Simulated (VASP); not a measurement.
# MgBeI4 (P4_2/mmc) in VASP: notebook, part 2 of 2

VASP 6.6.1. Earlier steps stand in the parts before.

## (3) Single point, PBE

This run uses another cell than the first one, of 40.98 Å³/atom.

Input file INCAR:

```
ALGO = Normal
EDIFF = 1E-7
ENCUT = 520
GGA = PE
ISIF = 2
ISMEAR = 0
LASPH = T
LCHARG = T
LELF = T
LREAL = F
LVHAR = T
LWAVE = F
NBANDS = 44
NELM = 100
PREC = Accurate
SIGMA = 0.02
```

Input file KPOINTS:

```
k-points
0
Gamma
  8 8 1
```

Input file POSCAR:

```
MgBeI4
1.0
    4.0458759486      0.0000000000      0.0000000000
    0.0000000000      4.0458759486      0.0000000000
    0.0000000000      0.0000000000     30.0446880087
Mg Be I
2 2 8
Direct
    0.5000000000      0.5000000000      0.0000000000
    0.5000000000      0.5000000000      0.5000000000
    0.0000000000      0.0000000000      0.7500000000
    0.0000000000      0.0000000000      0.2500000000
    0.5000000000      0.0000000000      0.2026056565
    0.5000000000      0.0000000000      0.5649557671
    0.0000000000      0.5000000000      0.9350442329
    0.0000000000      0.5000000000      0.2973943435
    0.5000000000      0.0000000000      0.7973943435
    0.5000000000      0.0000000000      0.4350442329
    0.0000000000      0.5000000000      0.0649557671
    0.0000000000      0.5000000000      0.7026056565
```

Potentials or basis: VASP PAW PBE potentials, release 64 (Mg, Be, I).

The run is started by

```
> cat potpaw_PBE.64/Mg/POTCAR potpaw_PBE.64/Be/POTCAR potpaw_PBE.64/I/POTCAR > POTCAR
> mpirun -np 1 vasp_std > vasp.out
```

OUTCAR:

```text
EDIFF = 1E-7
   ENCUT = 520
   GGA = PE
   ISIF = 2
   ISMEAR = 0
   LASPH = T
   LREAL = F
   NELM = 100
   PREC = Accurate

 ion  position               nearest neighbor table
   1  0.500  0.500  0.000-   7 2.81  11 2.81   7 2.81  11 2.81
   2  0.500  0.500  0.500-   6 2.81  10 2.81   6 2.81  10 2.81
   3  0.000  0.000  0.750-   9 2.47  12 2.47  12 2.47   9 2.47
   4  0.000  0.000  0.250-   5 2.47   8 2.47   8 2.47   5 2.47
   5  0.500  0.000  0.203-   4 2.47   4 2.47
   6  0.500  0.000  0.565-   2 2.81   2 2.81
   7  0.000  0.500  0.935-   1 2.81   1 2.81
   8  0.000  0.500  0.297-   4 2.47   4 2.47
   9  0.500  0.000  0.797-   3 2.47   3 2.47
  10  0.500  0.000  0.435-   2 2.81   2 2.81
  11  0.000  0.500  0.065-   1 2.81   1 2.81
  12  0.000  0.500  0.703-   3 2.47   3 2.47

  LATTYP: Found a simple tetragonal cell.
 ALAT       =     4.0458759486
 C/A-ratio  =     7.4260032661

  Lattice vectors:

 A1 = (   4.0458759486,   0.0000000000,   0.0000000000)
 A2 = (   0.0000000000,   4.0458759486,   0.0000000000)
 A3 = (   0.0000000000,   0.0000000000,  30.0446880087)

Analysis of symmetry for initial positions (statically):
=====================================================================
 Subroutine PRICEL returns:
 Original cell was already a primitive cell.

 Routine SETGRP: Setting up the symmetry group for a
 simple tetragonal supercell.

 Subroutine GETGRP returns: Found 16 space group operations
 (whereof  8 operations were pure point group operations)
 out of a pool of 16 trial point group operations.

The static configuration has the point symmetry D_2h.
 The point group associated with its full space group is D_4h.

Analysis of symmetry for dynamics (positions and initial velocities):
=====================================================================
 Subroutine PRICEL returns:
 Original cell was already a primitive cell.

 Routine SETGRP: Setting up the symmetry group for a
 simple tetragonal supercell.

 Subroutine GETGRP returns: Found 16 space group operations
 (whereof  8 operations were pure point group operations)
 out of a pool of 16 trial point group operations.

The dynamic configuration has the point symmetry D_2h.
 The point group associated with its full space group is D_4h.

 Subroutine INISYM returns: Found 16 space group operations
 (whereof  8 operations are pure point group operations),
 and found     1 'primitive' translations

----------------------------------------------------------------------------------------

                                     Primitive cell

  volume of cell :     491.8049

  direct lattice vectors                    reciprocal lattice vectors
     4.045875949  0.000000000  0.000000000     0.247165265  0.000000000  0.000000000
     0.000000000  4.045875949  0.000000000     0.000000000  0.247165265  0.000000000
     0.000000000  0.000000000 30.044688009     0.000000000  0.000000000  0.033283754

[... 70 lines left out ...]
  0.375000  0.250000  0.000000      8.000000
  0.500000  0.250000  0.000000      4.000000
  0.375000  0.375000  0.000000      4.000000
  0.500000  0.375000  0.000000      4.000000
  0.500000  0.500000  0.000000      1.000000
   k-points           NKPTS =     15   k-points in BZ     NKDIM =     15   number of bands    NBANDS=     44
   number of dos      NEDOS =    301   number of ions     NIONS =     12
   total plane-waves  NPLWV = 201600
   dimension x,y,z NGX =    30 NGY =   30 NGZ =  224
   dimension x,y,z NGXF=    60 NGYF=   60 NGZF=  448
   ions per type =               2   2   8
   NGX,Y,Z   is equivalent  to a cutoff of  12.33, 12.33, 12.39 a.u.
   NGXF,Y,Z  is equivalent  to a cutoff of  24.65, 24.65, 24.79 a.u.
 SYSTEM =  unknown system
   PREC   = accura    normal or accurate (medium, high low for compatibility)
   ISTART =      0    job   : 0-new  1-cont  2-samecut
   ICHARG =      2    charge: 1-file 2-atom 10-const
   ISPIN  =      1    spin polarized calculation?
   LNONCOLLINEAR =      F non collinear calculations
   LSORBIT =      F    spin-orbit coupling
   LASPH  =      T    aspherical Exc in radial PAW
   ENCUT  =  520.0 eV  38.22 Ry    6.18 a.u.   7.52  7.52 55.86*2*pi/ulx,y,z
   NELM   =    100;   NELMIN=  2; NELMDL= -5     # of ELM steps
   EDIFF  = 0.1E-06   stopping-criterion for ELM
   LREAL  =      F    real-space projection
   EDIFFG = 0.1E-05   stopping-criterion for IOM
   NSW    =      0    number of steps for IOM
   IBRION =     -1    ionic relax: 0-MD 1-quasi-New 2-CG
   NFREE  =      0    steps in history (QN), initial steepest desc. (CG)
   ISIF   =      2    stress and relaxation
   ISYM   =      2    0-nonsym 1-usesym 2-fastsym
   POTIM  = 0.5000    time-step for ionic-motion
   TEBEG  =    0.0;   TEEND  =   0.0 temperature during run
   PSTRESS=    0.0 pullay stress
   NELECT =      64.0000    total number of electrons
   NUPDOWN=      -1.0000    fix difference up-down
   EMIN   =  10.00;   EMAX   =-10.00  energy-range for DOS
   EFERMI =   0.00;   METHOD = LEGACY
   ISMEAR =     0;   SIGMA  =   0.02  broadening in eV -4-tet -1-fermi 0-gaus
   EFERMI_NEDOS =   21; number of points for ismear=-14 and -15
   IALGO  =     38    algorithm
   IMIX   =      4    mixing-type and parameters
     AMIX     =   0.40;   BMIX     =  1.00
     AMIX_MAG =   1.60;   BMIX_MAG =  1.00
  volume/ion in A,a.u.               =      40.98       276.57
  Fermi-wavevector in a.u.,A,eV,Ry     =   0.829603  1.567723  9.364099  0.688242
  Thomas-Fermi vector in A             =   1.942179
   LORBIT       =      0    0 simple, 1 ext, 2 COOP (PROOUT), +10 PAW based schemes
   GGA     = PE    functional components
   LHFCALC =     F    Hartree Fock is set to
   AEXX    =    0.0000 exact exchange contribution
   IVDW    =     0    specifies the selected vdW correction
   LEPSILON=     F    determine dielectric tensor
   LRPA    =     F    only Hartree local field effects (RPA)
 non-spin polarized calculation
 Gauss-broadening in eV      SIGMA  =   0.02
  energy-cutoff  :      520.00
  volume of cell :      491.80
 maximum number of plane-waves:     13327
   NGX = 15   NGY = 15   NGZ =111

 number of electron      64.0000011 magnetization

 Free energy of the ion-electron system (eV)
  ---------------------------------------------------
  ext. energy  EPLUGINS =         0.00000000
  ---------------------------------------------------
  free energy    TOTEN  =       -30.64792863 eV

  energy without entropy =      -30.64792863  energy(sigma->0) =      -30.64792863

 E-fermi :   1.2455     XC(G=0):  -7.1783

 val. band max:        1.1406958050   @ k =   0.5000   0.0000   0.0000
 cond. band min:       3.1935420094   @ k =   0.5000   0.5000   0.0000
 fundamental gap:      2.0528462044
 Fermi energy:         1.2455453033

 k-point     1 :       0.0000    0.0000    0.0000
  band No.  band energies     occupation
      1     -11.3228      2.00000
      2     -11.3223      2.00000
      3     -11.0024      2.00000
      4     -11.0001      2.00000
      5     -10.6796      2.00000
      6     -10.6700      2.00000
[... 694 lines left out ...]
     43       6.0363      0.00000
     44       6.0363      0.00000

------------------------ aborting loop because EDIFF is reached ----------------------------------------

  FORCE on cell =-STRESS in cart. coord.  units (eV):
  Direction    XX          YY          ZZ          XY          YZ          ZX
  --------------------------------------------------------------------------------------
  -------------------------------------------------------------------------------------
  Total       -0.0018534     -0.0018534     -0.0261729      0.0000000      0.0000000      0.0000000
  in kB       -0.0060379     -0.0060379     -0.0852649      0.0000000      0.0000000      0.0000000
  external PRESSURE =      -0.0324469 kB  Pullay stress =       0.0000000 kB

 VOLUME and BASIS-vectors are now :
 -----------------------------------------------------------------------------
  energy-cutoff  :      520.00
  volume of cell :      491.80
      direct lattice vectors                 reciprocal lattice vectors
     4.045875949  0.000000000  0.000000000     0.247165265  0.000000000  0.000000000
     0.000000000  4.045875949  0.000000000     0.000000000  0.247165265  0.000000000
     0.000000000  0.000000000 30.044688009     0.000000000  0.000000000  0.033283754

 POSITION                                       TOTAL-FORCE (eV/Angst)
 -----------------------------------------------------------------------------------
      2.02294      2.02294      0.00000        -0.000000     -0.000000     -0.000000
      2.02294      2.02294     15.02234        -0.000000     -0.000000     -0.000000
      0.00000      0.00000     22.53352        -0.000000     -0.000000     -0.000000
      0.00000      0.00000      7.51117         0.000000     -0.000000     -0.000000
      2.02294      0.00000      6.08722         0.000000     -0.000000     -0.009298
      2.02294      0.00000     16.97392         0.000000     -0.000000     -0.012656
      0.00000      2.02294     28.09311        -0.000000      0.000000      0.012656
      0.00000      2.02294      8.93512        -0.000000     -0.000000      0.009298
      2.02294      0.00000     23.95746        -0.000000     -0.000000      0.009298
      2.02294      0.00000     13.07077        -0.000000     -0.000000      0.012656
      0.00000      2.02294      1.95158        -0.000000      0.000000     -0.012656
      0.00000      2.02294     21.10957        -0.000000      0.000000     -0.009298
 -----------------------------------------------------------------------------------
    total drift:                                0.000000     -0.000000     -0.000000

  FREE ENERGIE OF THE ION-ELECTRON SYSTEM (eV)
  ---------------------------------------------------
  free  energy   TOTEN  =       -30.6479286330 eV

  energy  without entropy=      -30.6479286330  energy(sigma->0) =      -30.64792863
```

Run time: 5.5 min. Hardware: 1 thread of Intel Xeon 6975P-C (Granite Rapids), shared host; peak memory 0.61 GiB.

What came out:

```yaml
Free_energy: -30.6479 eV
Pressure: 0.0 GPa
Largest_force: 0.013 eV/Å
Band_gap_on_the_k_mesh: 2.05 eV (least direct gap 2.19 eV)
```

Forces in eV/Å, atoms in the order of the input:
```
Mg   0.000  0.000  0.000
Mg   0.000  0.000  0.000
Be   0.000  0.000  0.000
Be   0.000  0.000  0.000
I    0.000  0.000 -0.009
I    0.000  0.000 -0.013
I    0.000  0.000  0.013
I    0.000  0.000  0.009
I    0.000  0.000  0.009
I    0.000  0.000  0.013
I    0.000  0.000 -0.013
I    0.000  0.000 -0.009
```

Levels at points of the mesh, in eV from the valence-band top:
| k point | band 28 | band 29 | band 30 | band 31 | band 32 | band 33 | band 34 | band 35 | band 36 | band 37 |
| --- | --- | --- | --- | --- | --- | --- | --- | --- | --- | --- |
| (0.00, 0.00, 0.00) | -0.33 | -0.19 | -0.19 | -0.19 | -0.19 | 2.12 | 2.18 | 3.12 | 3.12 | 3.45 |
| (0.50, 0.00, 0.00) | -0.64 | -0.28 | -0.08 | -0.08 | 0.00 | 2.19 | 2.81 | 3.57 | 3.59 | 3.94 |
| (0.50, 0.50, 0.00) | -1.83 | -1.31 | -1.31 | -0.80 | -0.80 | 2.05 | 2.05 | 3.53 | 3.55 | 4.40 |

Caveat: spin-orbit coupling is left out, which moves the levels of the heavy elements; this functional lacks dispersion, which binds layers or chains, so the pressure and a relaxed spacing across them are unreliable. A k mesh can miss the band edges.
